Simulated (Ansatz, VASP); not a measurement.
**CF4: VASP beside Ansatz**

```
CELL_PARAMETERS angstrom
8.43714 0.00000 0.00000
0.00000 8.43714 0.00000
0.00000 0.00000 8.43714
ATOMIC_POSITIONS crystal
C 0.81243 0.72701 0.86090
C 0.74482 0.49872 0.42114
C 0.47477 0.33882 0.88956
C 0.21177 0.20184 0.48206
C 0.46994 0.89022 0.18902
C 0.96789 0.23050 0.99277
F 0.85128 0.88093 0.85577
F 0.82486 0.67457 0.01044
F 0.66358 0.70875 0.80924
F 0.91057 0.64408 0.76790
F 0.75956 0.65422 0.39247
F 0.88185 0.44276 0.47848
F 0.62913 0.47557 0.52698
F 0.70883 0.42258 0.28699
F 0.58399 0.40600 0.98257
F 0.37407 0.25563 0.97907
F 0.39559 0.45161 0.81135
F 0.54525 0.24211 0.78579
F 0.29444 0.28609 0.37619
F 0.16394 0.29691 0.59931
F 0.08543 0.13721 0.41140
F 0.30341 0.08702 0.54160
F 0.55503 0.95330 0.07120
F 0.46369 0.73286 0.17108
F 0.53784 0.92537 0.32754
F 0.32292 0.94925 0.18556
F 0.03944 0.34758 0.07312
F 0.85462 0.16663 0.08292
F 0.90356 0.28929 0.85983
F 0.07407 0.11871 0.95491
```

Alike in both runs: functional PBE; dispersion D3(BJ); k mesh 1 × 1 × 1; occupations fermi-dirac, width 0.05 eV; no spin polarisation.

Ansatz relaxed the structure, and its values are those at the end. VASP's run is a single point on that final structure, the one shown.

```csv
,VASP,Ansatz
version,VASP 6.6.1,Ansatz 0.2.0
potentials or method,"VASP PAW PBE potentials, release 64 (C_h, F_h), cutoff 1010 eV","scalar-relativistic, plane waves, PAW"
valence electrons in the cell,192,192
```

|  | VASP | Ansatz | Ansatz less VASP |
| --- | --- | --- | --- |
| rms of the force components (eV/Å) | 0.047 | 0.067 | +0.0201 |
